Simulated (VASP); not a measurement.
# TaN (Fm-3m) in VASP: single point with PBE

Aim: the single point of TaN with PBE.

Everything below comes from runs of VASP 6.6.1. Logs are shortened: lines on timing, memory, paths and dates and some standing lists are left out, and cuts for length are marked.

## 1. The cell of the first run

It takes space group Fm-3m (No. 225, cubic). The conventional cell has a = 4.358 Å, b = 4.358 Å, c = 4.358 Å, α = 90.00°, β = 90.00°, γ = 90.00°. Within 2.9 Å of Ta (site symmetry m-3m) lie 6 N at 2.18 Å. Within 2.9 Å of N (site symmetry m-3m) lie 6 Ta at 2.18 Å.

## 2. Single point, PBE

File INCAR:

```
SYSTEM = TaN
PREC     = Accurate       ! precision mode
ENCUT    = 520            ! plane-wave cutoff, eV
EDIFF    = 1E-6           ! SCF threshold, eV
ISMEAR   = 0              ! smearing method
SIGMA    = 0.02           ! smearing width, eV
LREAL    = .FALSE.        ! projectors in reciprocal space
LASPH    = .TRUE.         ! aspherical terms in the spheres
NELM     = 60             ! most SCF steps
ALGO     = Normal         ! electronic algorithm
ISIF     = 2              ! what is computed and relaxed
LWAVE    = .FALSE.        ! write WAVECAR
LCHARG   = .FALSE.        ! write CHGCAR
GGA      = PE             ! functional
NBANDS   = 15             ! bands
```

File KPOINTS:

```
regular mesh
0
G
  18 18 18
  0 0 0
```

File POSCAR:

```
TaN
1.0
    0.0000000000      2.1790000000      2.1790000000
    2.1790000000      0.0000000000      2.1790000000
    2.1790000000      2.1790000000      0.0000000000
Ta N
1 1
Direct
    0.5000000000      0.5000000000      0.5000000000
    0.0000000000      0.0000000000      0.0000000000
```

Potentials or basis: VASP PAW PBE potentials, release 64 (Ta_pv, N).

On the command line:

```sh
$ cat potpaw_PBE.64/Ta_pv/POTCAR potpaw_PBE.64/N/POTCAR > POTCAR
$ mpirun -np 1 vasp_std > vasp.out
```

OUTCAR:

```text
SYSTEM = TaN
   PREC = Accurate
   ENCUT = 520
   EDIFF = 1E-6
   ISMEAR = 0
   LREAL = .FALSE.
   LASPH = .TRUE.
   NELM = 60
   ISIF = 2
   GGA = PE

 ion  position               nearest neighbor table
   1  0.500  0.500  0.500-   2 2.18   2 2.18   2 2.18   2 2.18   2 2.18   2 2.18
   2  0.000  0.000  0.000-   1 2.18   1 2.18   1 2.18   1 2.18   1 2.18   1 2.18

  LATTYP: Found a face centered cubic cell.
 ALAT       =     4.3580000000

  Lattice vectors:

 A1 = (   0.0000000000,   2.1790000000,   2.1790000000)
 A2 = (   2.1790000000,   0.0000000000,   2.1790000000)
 A3 = (   2.1790000000,   2.1790000000,   0.0000000000)

Analysis of symmetry for initial positions (statically):
=====================================================================
 Subroutine PRICEL returns:
 Original cell was already a primitive cell.

 Routine SETGRP: Setting up the symmetry group for a
 face centered cubic supercell.

 Subroutine GETGRP returns: Found 48 space group operations
 (whereof 48 operations were pure point group operations)
 out of a pool of 48 trial point group operations.

The static configuration has the point symmetry O_h .

Analysis of symmetry for dynamics (positions and initial velocities):
=====================================================================
 Subroutine PRICEL returns:
 Original cell was already a primitive cell.

 Routine SETGRP: Setting up the symmetry group for a
 face centered cubic supercell.

 Subroutine GETGRP returns: Found 48 space group operations
 (whereof 48 operations were pure point group operations)
 out of a pool of 48 trial point group operations.

The dynamic configuration has the point symmetry O_h .

 Subroutine INISYM returns: Found 48 space group operations
 (whereof 48 operations are pure point group operations),
 and found     1 'primitive' translations

----------------------------------------------------------------------------------------

                                     Primitive cell

  volume of cell :      20.6920

  direct lattice vectors                    reciprocal lattice vectors
     0.000000000  2.179000000  2.179000000    -0.229463056  0.229463056  0.229463056
     2.179000000  0.000000000  2.179000000     0.229463056 -0.229463056  0.229463056
     2.179000000  2.179000000  0.000000000     0.229463056  0.229463056 -0.229463056

  length of vectors
     3.081571352  3.081571352  3.081571352     0.397441672  0.397441672  0.397441672

  position of ions in fractional coordinates (direct lattice)
     0.500000000  0.500000000  0.500000000
     0.000000000  0.000000000  0.000000000

  ion indices of the primitive-cell ions
   primitive index   ion index
                 1           1
                 2           2

----------------------------------------------------------------------------------------

 KPOINTS: regular mesh

Automatic generation of k-mesh.
 Grid dimensions read from file:
 generate k-points for:   18   18   18

 Generating k-lattice:

  Cartesian coordinates                     Fractional coordinates (reciprocal lattice)
    -0.012747948  0.012747948  0.012747948     0.055555556  0.000000000  0.000000000
     0.012747948 -0.012747948  0.012747948     0.000000000  0.055555556  0.000000000
     0.012747948  0.012747948 -0.012747948     0.000000000  0.000000000  0.055555556

  Length of vectors
     0.022080093  0.022080093  0.022080093

  Shift w.r.t. Gamma in fractional coordinates (k-lattice)
     0.000000000  0.000000000  0.000000000

 Subroutine IBZKPT returns following result:
 ===========================================

 Found    195 irreducible k-points:

 Following reciprocal coordinates:
            Coordinates               Weight
  0.000000  0.000000  0.000000      1.000000
  0.055556  0.000000  0.000000      8.000000
  0.111111  0.000000  0.000000      8.000000
  0.166667  0.000000  0.000000      8.000000
  0.222222  0.000000  0.000000      8.000000
  0.277778  0.000000  0.000000      8.000000
[... 16 lines left out ...]
 -0.277778  0.055556  0.000000     24.000000
 -0.222222  0.055556  0.000000     24.000000
 [... further k-points ...]
   k-points           NKPTS =    195   k-points in BZ     NKDIM =    195   number of bands    NBANDS=     15
   number of dos      NEDOS =    301   number of ions     NIONS =      2
   total plane-waves  NPLWV =  13824
   dimension x,y,z NGX =    24 NGY =   24 NGZ =   24
   dimension x,y,z NGXF=    48 NGYF=   48 NGZF=   48
   ions per type =               1   1
   NGX,Y,Z   is equivalent  to a cutoff of  12.95, 12.95, 12.95 a.u.
   NGXF,Y,Z  is equivalent  to a cutoff of  25.90, 25.90, 25.90 a.u.
 SYSTEM =  TaN
   PREC   = accura    normal or accurate (medium, high low for compatibility)
   ISTART =      0    job   : 0-new  1-cont  2-samecut
   ICHARG =      2    charge: 1-file 2-atom 10-const
   ISPIN  =      1    spin polarized calculation?
   LNONCOLLINEAR =      F non collinear calculations
   LSORBIT =      F    spin-orbit coupling
   LASPH  =      T    aspherical Exc in radial PAW
   ENCUT  =  520.0 eV  38.22 Ry    6.18 a.u.   5.73  5.73  5.73*2*pi/ulx,y,z
   NELM   =     60;   NELMIN=  2; NELMDL= -5     # of ELM steps
   EDIFF  = 0.1E-05   stopping-criterion for ELM
   LREAL  =      F    real-space projection
   EDIFFG = 0.1E-04   stopping-criterion for IOM
   NSW    =      0    number of steps for IOM
   IBRION =     -1    ionic relax: 0-MD 1-quasi-New 2-CG
   NFREE  =      0    steps in history (QN), initial steepest desc. (CG)
   ISIF   =      2    stress and relaxation
   ISYM   =      2    0-nonsym 1-usesym 2-fastsym
   POTIM  = 0.5000    time-step for ionic-motion
   TEBEG  =    0.0;   TEEND  =   0.0 temperature during run
   PSTRESS=    0.0 pullay stress
   NELECT =      16.0000    total number of electrons
   NUPDOWN=      -1.0000    fix difference up-down
   EMIN   =  10.00;   EMAX   =-10.00  energy-range for DOS
   EFERMI =   0.00;   METHOD = LEGACY
   ISMEAR =     0;   SIGMA  =   0.02  broadening in eV -4-tet -1-fermi 0-gaus
   EFERMI_NEDOS =   21; number of points for ismear=-14 and -15
   IALGO  =     38    algorithm
   IMIX   =      4    mixing-type and parameters
     AMIX     =   0.40;   BMIX     =  1.00
     AMIX_MAG =   1.60;   BMIX_MAG =  1.00
  volume/ion in A,a.u.               =      10.35        69.82
  Fermi-wavevector in a.u.,A,eV,Ry     =   1.502615  2.839530 30.719922  2.257851
  Thomas-Fermi vector in A             =   2.613832
   LORBIT       =      0    0 simple, 1 ext, 2 COOP (PROOUT), +10 PAW based schemes
   GGA     = PE    functional components
   LHFCALC =     F    Hartree Fock is set to
   AEXX    =    0.0000 exact exchange contribution
   IVDW    =     0    specifies the selected vdW correction
   LEPSILON=     F    determine dielectric tensor
   LRPA    =     F    only Hartree local field effects (RPA)
 non-spin polarized calculation
 Gauss-broadening in eV      SIGMA  =   0.02
  energy-cutoff  :      520.00
  volume of cell :       20.69
 maximum number of plane-waves:       568
   NGX = 11   NGY = 11   NGZ = 11

 number of electron      16.0000000 magnetization

 Free energy of the ion-electron system (eV)
  ---------------------------------------------------
  ext. energy  EPLUGINS =         0.00000000
  ---------------------------------------------------
  free energy    TOTEN  =       -21.78466755 eV

  energy without entropy =      -21.78448724  energy(sigma->0) =      -21.78457740

 E-fermi :   9.8757     XC(G=0): -13.5895

 val. band max:        9.8556217999   @ k =   0.3889   0.0556   0.0000
 cond. band min:       9.8779799222   @ k =  -0.2778   0.3333   0.1111
 fundamental gap:      0.0223581223
 Fermi energy:         9.8756799248

 k-point     1 :       0.0000    0.0000    0.0000
  band No.  band energies     occupation
      1     -25.8649      2.00000
      2     -25.8649      2.00000
      3     -25.8649      2.00000
      4      -9.2319      2.00000
      5       5.9523      2.00000
      6       5.9523      2.00000
      7       5.9523      2.00000
      8       7.6765      2.00000
      9       7.6765      2.00000
     10       7.6765      2.00000
     11       9.9299      0.00012
     12       9.9299      0.00012
     13      11.6161      0.00000
     14      19.2758      0.00000
     15      22.2844      0.00000

 k-point     2 :       0.0556    0.0000    0.0000
  band No.  band energies     occupation
      1     -25.8960      2.00000
      2     -25.8677      2.00000
      3     -25.8677      2.00000
      4      -9.1524      2.00000
      5       5.5283      2.00000
      6       5.6659      2.00000
      7       5.6659      2.00000
      8       7.8089      2.00000
      9       7.8089      2.00000
     10       7.8739      2.00000
     11      10.2558      0.00000
     12      10.2558      0.00000
     13      11.8464      0.00000
     14      19.5186      0.00000
     15      22.2844      0.00000

 k-point     3 :       0.1111    0.0000    0.0000
  band No.  band energies     occupation
      1     -25.9844      2.00000
      2     -25.8756      2.00000
      3     -25.8756      2.00000
      4      -8.9210      2.00000
      5       4.6301      2.00000
      6       5.0431      2.00000
      7       5.0431      2.00000
      8       8.1216      2.00000
      9       8.1216      2.00000
     10       8.1894      2.00000
     11      11.0735      0.00000
     12      11.0735      0.00000
     13      12.4547      0.00000
     14      20.2041      0.00000
     15      22.2841      0.00000

 k-point     4 :       0.1667    0.0000    0.0000
  band No.  band energies     occupation
      1     -26.1170      2.00000
      2     -25.8877      2.00000
      3     -25.8877      2.00000
      4      -8.5581      2.00000
      5       3.5930      2.00000
      6       4.3494      2.00000
      7       4.3494      2.00000
      8       8.4961      2.00000
      9       8.5658      2.00000
     10       8.5658      2.00000
     11      12.1433      0.00000
     12      12.1433      0.00000
     13      13.2622      0.00000
     14      21.1923      0.00000
     15      22.2837      0.00000
[... 307 lines left out ...]
 k-point    22 :      -0.3333    0.0556    0.0000
  band No.  band energies     occupation
      1     -26.6248      2.00000
      2     -25.9689      2.00000
      3     -25.9287      2.00000
      4      -6.8628      2.00000
      5       0.4115      2.00000
      6       2.4562      2.00000
      7       2.7241      2.00000
      8       9.9511      0.00000
      9      10.4209      0.00000
     10      11.3507      0.00000
     11      14.7345      0.00000
     12      15.7593      0.00000
     13      16.5436      0.00000
     14      21.9998      0.00000
     15      22.3497      0.00000

 k-point    23 :      -0.2778    0.0556    0.0000
  band No.  band energies     occupation
      1     -26.4880      2.00000
      2     -25.9565      2.00000
      3     -25.9120      2.00000
      4      -7.3709      2.00000
      5       1.2013      2.00000
      6       2.8179      2.00000
      7       3.1713      2.00000
      8       9.3438      2.00000
      9       9.7047      2.00000
     10      10.6992      0.00000
     11      13.9141      0.00000
     12      15.3044      0.00000
     13      15.5293      0.00000
     14      22.2461      0.00000
     15      22.5602      0.00000

 k-point    24 :      -0.2222    0.0556    0.0000
  band No.  band energies     occupation
      1     -26.3321      2.00000
      2     -25.9403      2.00000
      3     -25.8956      2.00000
      4      -7.8879      2.00000
      5       2.1040      2.00000
      6       3.2982      2.00000
      7       3.7196      2.00000
      8       8.8828      2.00000
      9       9.0414      2.00000
     10      10.0056      0.00000
     11      12.8181      0.00000
     12      14.3845      0.00000
     13      14.6800      0.00000
     14      22.2725      0.00000
     15      22.5278      0.00000

 [... further k-points ...]

------------------------ aborting loop because EDIFF is reached ----------------------------------------

  FORCE on cell =-STRESS in cart. coord.  units (eV):
  Direction    XX          YY          ZZ          XY          YZ          ZX
  --------------------------------------------------------------------------------------
  -------------------------------------------------------------------------------------
  Total        1.9994876      1.9994876      1.9994876      0.0000000     -0.0000000      0.0000000
  in kB      154.8201920    154.8201920    154.8201920      0.0000000     -0.0000000      0.0000000
  external PRESSURE =     154.8201920 kB  Pullay stress =       0.0000000 kB

 VOLUME and BASIS-vectors are now :
 -----------------------------------------------------------------------------
  energy-cutoff  :      520.00
  volume of cell :       20.69
      direct lattice vectors                 reciprocal lattice vectors
     0.000000000  2.179000000  2.179000000    -0.229463056  0.229463056  0.229463056
     2.179000000  0.000000000  2.179000000     0.229463056 -0.229463056  0.229463056
     2.179000000  2.179000000  0.000000000     0.229463056  0.229463056 -0.229463056

 POSITION                                       TOTAL-FORCE (eV/Angst)
 -----------------------------------------------------------------------------------
      2.17900      2.17900      2.17900         0.000000      0.000000     -0.000000
      0.00000      0.00000      0.00000        -0.000000     -0.000000      0.000000
 -----------------------------------------------------------------------------------
    total drift:                                0.000000     -0.000000     -0.000000

  FREE ENERGIE OF THE ION-ELECTRON SYSTEM (eV)
  ---------------------------------------------------
  free  energy   TOTEN  =       -21.7846675494 eV

  energy  without entropy=      -21.7844872435  energy(sigma->0) =      -21.78457740
```

Run time: 17 s. Hardware: 1 thread of Intel Xeon 6975P-C (Granite Rapids), shared host; peak memory 0.19 GiB.

What came out:

```
Free energy            : -21.7847 eV
Pressure               : 15.5 GPa
Band gap on the k mesh : zero (band 8 reaches 11.85 eV, above the bottom of band 9 at 7.68 eV)
```

Caveat: spin-orbit coupling is left out, which moves the levels of the heavy elements.
